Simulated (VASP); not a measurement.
# Mo (P6/mmm) in VASP: single point with PBEsol

Aim: the single point of Mo with PBEsol.

Program: VASP 6.6.1. These are calculated values, not measurements. Logs are shortened: lines on timing, memory, paths and dates and some standing lists are left out, and cuts for length are marked.

**1. The cell of the first run**

The structure is hexagonal, space group P6/mmm (No. 191). The conventional cell has a = 2.736 Å, b = 2.736 Å, c = 2.555 Å, α = 90.00°, β = 90.00°, γ = 120.00°. Mo (site symmetry 6/mmm) has 8 Mo at 2.56 to 2.74 Å within 3.4 Å.

This isn't the form of Mo at room conditions, which is bcc.

**2. Single point, PBEsol**

The input, INCAR:

```
SYSTEM = Mo
  PREC = Accurate
  ENCUT = 500
  EDIFF = 1E-6
  ISMEAR = 1
  SIGMA = 0.15
  LREAL = .FALSE.
  LASPH = .TRUE.
  NELM = 120
  ALGO = Normal
  ISIF = 2
  LWAVE = .FALSE.
  LCHARG = .FALSE.
  GGA = PS
  NBANDS = 13
  GGA_COMPAT = .FALSE.
```

The input, KPOINTS:

```
Automatic mesh
0
G
  11 11 11
  0 0 0
```

The input, POSCAR:

```
Mo
1.0
    2.7355100000      0.0000000000      0.0000000000
   -1.3677550000      2.3690210000      0.0000000000
    0.0000000000      0.0000000000      2.5551810000
Mo
1
Direct
    0.0000000000      0.0000000000      0.5000000000
```

Potentials or basis: VASP PAW PBE potentials, release 64 (Mo_sv).

The run is started by

```console
cat potpaw_PBE.64/Mo_sv/POTCAR > POTCAR
mpirun -np 1 vasp_std > vasp.out
```

OUTCAR:

```text
SYSTEM = Mo
   PREC = Accurate
   ENCUT = 500
   EDIFF = 1E-6
   ISMEAR = 1
   LREAL = .FALSE.
   LASPH = .TRUE.
   NELM = 120
   ISIF = 2
   GGA = PS

 ion  position               nearest neighbor table
   1  0.000  0.000  0.500-

  LATTYP: Found a hexagonal cell.
 ALAT       =     2.7355100000
 C/A-ratio  =     0.9340784717

  Lattice vectors:

 A1 = (   2.7355100000,   0.0000000000,   0.0000000000)
 A2 = (  -1.3677550000,   2.3690210000,   0.0000000000)
 A3 = (   0.0000000000,   0.0000000000,   2.5551810000)

Analysis of symmetry for initial positions (statically):
=====================================================================
 Subroutine PRICEL returns:
 Original cell was already a primitive cell.

 Routine SETGRP: Setting up the symmetry group for a
 hexagonal supercell.

 Subroutine GETGRP returns: Found 24 space group operations
 (whereof 24 operations were pure point group operations)
 out of a pool of 24 trial point group operations.

The static configuration has the point symmetry D_6h.

Analysis of symmetry for dynamics (positions and initial velocities):
=====================================================================
 Subroutine PRICEL returns:
 Original cell was already a primitive cell.

 Routine SETGRP: Setting up the symmetry group for a
 hexagonal supercell.

 Subroutine GETGRP returns: Found 24 space group operations
 (whereof 24 operations were pure point group operations)
 out of a pool of 24 trial point group operations.

The dynamic configuration has the point symmetry D_6h.

 Subroutine INISYM returns: Found 24 space group operations
 (whereof 24 operations are pure point group operations),
 and found     1 'primitive' translations

----------------------------------------------------------------------------------------

                                     Primitive cell

  volume of cell :      16.5588

  direct lattice vectors                    reciprocal lattice vectors
     2.735510000  0.000000000  0.000000000     0.365562546  0.211057648  0.000000000
    -1.367755000  2.369021000  0.000000000     0.000000000  0.422115296  0.000000000
     0.000000000  0.000000000  2.555181000     0.000000000  0.000000000  0.391361708

  length of vectors
     2.735510000  2.735509868  2.555181000     0.422115275  0.422115296  0.391361708

  position of ions in fractional coordinates (direct lattice)
     0.000000000  0.000000000  0.500000000

  ion indices of the primitive-cell ions
   primitive index   ion index
                 1           1

----------------------------------------------------------------------------------------

 KPOINTS: Automatic mesh

Automatic generation of k-mesh.
 Grid dimensions read from file:
 generate k-points for:   11   11   11

 Generating k-lattice:

  Cartesian coordinates                     Fractional coordinates (reciprocal lattice)
     0.033232959  0.019187059  0.000000000     0.090909091  0.000000000  0.000000000
     0.000000000  0.038374118  0.000000000     0.000000000  0.090909091  0.000000000
     0.000000000  0.000000000  0.035578337     0.000000000  0.000000000  0.090909091

  Length of vectors
     0.038374116  0.038374118  0.035578337

  Shift w.r.t. Gamma in fractional coordinates (k-lattice)
     0.000000000  0.000000000  0.000000000

 Subroutine IBZKPT returns following result:
 ===========================================

 Found     96 irreducible k-points:

 Following reciprocal coordinates:
            Coordinates               Weight
  0.000000  0.000000  0.000000      1.000000
  0.090909  0.000000  0.000000      6.000000
  0.181818  0.000000  0.000000      6.000000
  0.272727  0.000000  0.000000      6.000000
  0.363636 -0.000000  0.000000      6.000000
  0.454545  0.000000  0.000000      6.000000
[... 16 lines left out ...]
  0.090909  0.090909  0.090909     12.000000
  0.181818  0.090909  0.090909     24.000000
 [... further k-points ...]
   k-points           NKPTS =     96   k-points in BZ     NKDIM =     96   number of bands    NBANDS=     13
   number of dos      NEDOS =    301   number of ions     NIONS =      1
   total plane-waves  NPLWV =   8000
   dimension x,y,z NGX =    20 NGY =   20 NGZ =   20
   dimension x,y,z NGXF=    40 NGYF=   40 NGZF=   40
   ions per type =               1
   NGX,Y,Z   is equivalent  to a cutoff of  12.15, 12.15, 13.01 a.u.
   NGXF,Y,Z  is equivalent  to a cutoff of  24.31, 24.31, 26.02 a.u.
 SYSTEM =  Mo
   PREC   = accura    normal or accurate (medium, high low for compatibility)
   ISTART =      0    job   : 0-new  1-cont  2-samecut
   ICHARG =      2    charge: 1-file 2-atom 10-const
   ISPIN  =      1    spin polarized calculation?
   LNONCOLLINEAR =      F non collinear calculations
   LSORBIT =      F    spin-orbit coupling
   LASPH  =      T    aspherical Exc in radial PAW
   ENCUT  =  500.0 eV  36.75 Ry    6.06 a.u.   4.99  4.99  4.66*2*pi/ulx,y,z
   NELM   =    120;   NELMIN=  2; NELMDL= -5     # of ELM steps
   EDIFF  = 0.1E-05   stopping-criterion for ELM
   LREAL  =      F    real-space projection
   EDIFFG = 0.1E-04   stopping-criterion for IOM
   NSW    =      0    number of steps for IOM
   IBRION =     -1    ionic relax: 0-MD 1-quasi-New 2-CG
   NFREE  =      0    steps in history (QN), initial steepest desc. (CG)
   ISIF   =      2    stress and relaxation
   ISYM   =      2    0-nonsym 1-usesym 2-fastsym
   POTIM  = 0.5000    time-step for ionic-motion
   TEBEG  =    0.0;   TEEND  =   0.0 temperature during run
   PSTRESS=    0.0 pullay stress
   NELECT =      14.0000    total number of electrons
   NUPDOWN=      -1.0000    fix difference up-down
   EMIN   =  10.00;   EMAX   =-10.00  energy-range for DOS
   EFERMI =   0.00;   METHOD = LEGACY
   ISMEAR =     1;   SIGMA  =   0.15  broadening in eV -4-tet -1-fermi 0-gaus
   EFERMI_NEDOS =   21; number of points for ismear=-14 and -15
   IALGO  =     38    algorithm
   IMIX   =      4    mixing-type and parameters
     AMIX     =   0.40;   BMIX     =  1.00
     AMIX_MAG =   1.60;   BMIX_MAG =  1.00
  volume/ion in A,a.u.               =      16.56       111.74
  Fermi-wavevector in a.u.,A,eV,Ry     =   1.548013  2.925320 32.604234  2.396344
  Thomas-Fermi vector in A             =   2.653024
   LORBIT       =      0    0 simple, 1 ext, 2 COOP (PROOUT), +10 PAW based schemes
   GGA     = PS    functional components
   LHFCALC =     F    Hartree Fock is set to
   AEXX    =    0.0000 exact exchange contribution
   IVDW    =     0    specifies the selected vdW correction
   LEPSILON=     F    determine dielectric tensor
   LRPA    =     F    only Hartree local field effects (RPA)
 non-spin polarized calculation
 Methfessel and Paxton  Order N= 1 SIGMA  =   0.15
  energy-cutoff  :      500.00
  volume of cell :       16.56
 maximum number of plane-waves:       435
 NGX is ok and might be reduce to    20
   NGX =  9   NGY =  9   NGZ =  9

 number of electron      14.0000002 magnetization

 Free energy of the ion-electron system (eV)
  ---------------------------------------------------
  ext. energy  EPLUGINS =         0.00000000
  ---------------------------------------------------
  free energy    TOTEN  =       -10.87200556 eV

  energy without entropy =      -10.87162733  energy(sigma->0) =      -10.87187948

 E-fermi :  11.4847     XC(G=0): -13.1177

 val. band max:       11.4707697099   @ k =   0.0909   0.0000   0.3636
 cond. band min:      11.4955956168   @ k =   0.4545   0.0000   0.3636
 fundamental gap:      0.0248259068
 Fermi energy:        11.4847222972

 k-point     1 :       0.0000    0.0000    0.0000
  band No.  band energies     occupation
      1     -49.5174      2.00000
      2     -22.8185      2.00000
      3     -22.8185      2.00000
      4     -22.7612      2.00000
      5       4.6075      2.00000
      6       7.1055      2.00000
      7      10.5229      2.00000
      8      10.5229      2.00000
      9      15.5529      0.00000
     10      15.5529      0.00000
     11      24.4236      0.00000
     12      27.1631      0.00000
     13      31.9547      0.00000

 k-point     2 :       0.0909    0.0000    0.0000
  band No.  band energies     occupation
      1     -49.4998      2.00000
      2     -22.9357      2.00000
      3     -22.8447      2.00000
      4     -22.7489      2.00000
      5       4.9265      2.00000
      6       7.2449      2.00000
      7      10.2146      2.00000
      8      10.8209      2.00000
      9      15.2080      0.00000
     10      15.4958      0.00000
     11      25.1459      0.00000
     12      27.8065      0.00000
     13      30.3815      0.00000

 k-point     3 :       0.1818    0.0000    0.0000
  band No.  band energies     occupation
      1     -49.4522      2.00000
      2     -23.2432      2.00000
      3     -22.9144      2.00000
      4     -22.7158      2.00000
      5       5.7374      2.00000
      6       7.6020      2.00000
      7       9.6526      2.00000
      8      11.6815     -0.06884
      9      14.4027     -0.00000
     10      15.3460      0.00000
     11      26.4320      0.00000
     12      28.4111      0.00000
     13      29.4363      0.00000
[... 305 lines left out ...]
 k-point    23 :       0.0909    0.0909    0.0909
  band No.  band energies     occupation
      1     -49.4487      2.00000
      2     -23.1268      2.00000
      3     -22.8873      2.00000
      4     -22.8705      2.00000
      5       5.7543      2.00000
      6       7.8105      2.00000
      7       9.7785      2.00000
      8      11.4969      0.86351
      9      14.3025     -0.00000
     10      15.0035      0.00000
     11      26.3891      0.00000
     12      27.4724      0.00000
     13      29.5813      0.00000

 k-point    24 :       0.1818    0.0909    0.0909
  band No.  band energies     occupation
      1     -49.3936      2.00000
      2     -23.4546      2.00000
      3     -22.9852      2.00000
      4     -22.8299      2.00000
      5       6.6490      2.00000
      6       8.1785      2.00000
      7       9.3170      2.00000
      8      12.6008     -0.00000
      9      13.6420     -0.00000
     10      14.7578      0.00000
     11      26.3860      0.00000
     12      27.5875      0.00000
     13      29.2633      0.00000

 [... further k-points ...]
[... 5 lines left out ...]
  --------------------------------------------------------------------------------------
  -------------------------------------------------------------------------------------
  Total        0.0056515      0.0056515     -1.3170053      0.0000000      0.0000000      0.0000000
  in kB        0.5468215      0.5468214   -127.4292794      0.0000000      0.0000000      0.0000000
  external PRESSURE =     -42.1118788 kB  Pullay stress =       0.0000000 kB

 VOLUME and BASIS-vectors are now :
 -----------------------------------------------------------------------------
  energy-cutoff  :      500.00
  volume of cell :       16.56
      direct lattice vectors                 reciprocal lattice vectors
     2.735510000  0.000000000  0.000000000     0.365562546  0.211057648  0.000000000
    -1.367755000  2.369021000  0.000000000     0.000000000  0.422115296  0.000000000
     0.000000000  0.000000000  2.555181000     0.000000000  0.000000000  0.391361708

 POSITION                                       TOTAL-FORCE (eV/Angst)
 -----------------------------------------------------------------------------------
      0.00000      0.00000      1.27759         0.000000      0.000000      0.000000
 -----------------------------------------------------------------------------------
    total drift:                               -0.000000      0.000000      0.000000

  FREE ENERGIE OF THE ION-ELECTRON SYSTEM (eV)
  ---------------------------------------------------
  free  energy   TOTEN  =       -10.8720055574 eV

  energy  without entropy=      -10.8716273262  energy(sigma->0) =      -10.87187948
```

Run time: 13 s. Hardware: 1 thread of AMD EPYC 7R43 (Zen 3), shared host; peak memory 0.1 GiB.

What came out:

| Property | Result |
| --- | --- |
| Free energy | -10.8720 eV |
| Pressure | -4.2 GPa |
| Band gap on the k mesh | zero (bands 7 and 8 overlap by 1.76 eV) |

Stress tensor (GPa, compression positive):
```
  0.05   0.00   0.00
  0.00   0.05   0.00
  0.00   0.00 -12.74
```

Levels at points of the mesh, in eV from the Fermi level:
| k point | band 5 | band 6 | band 7 | band 8 | band 9 | band 10 |
| --- | --- | --- | --- | --- | --- | --- |
| (0.00, 0.00, 0.00) | -6.88 | -4.38 | -0.96 | -0.96 | 4.07 | 4.07 |

Caveat: the cell stands under tension; the PAW data sets were made with another functional, which shifts forces and pressure a little.
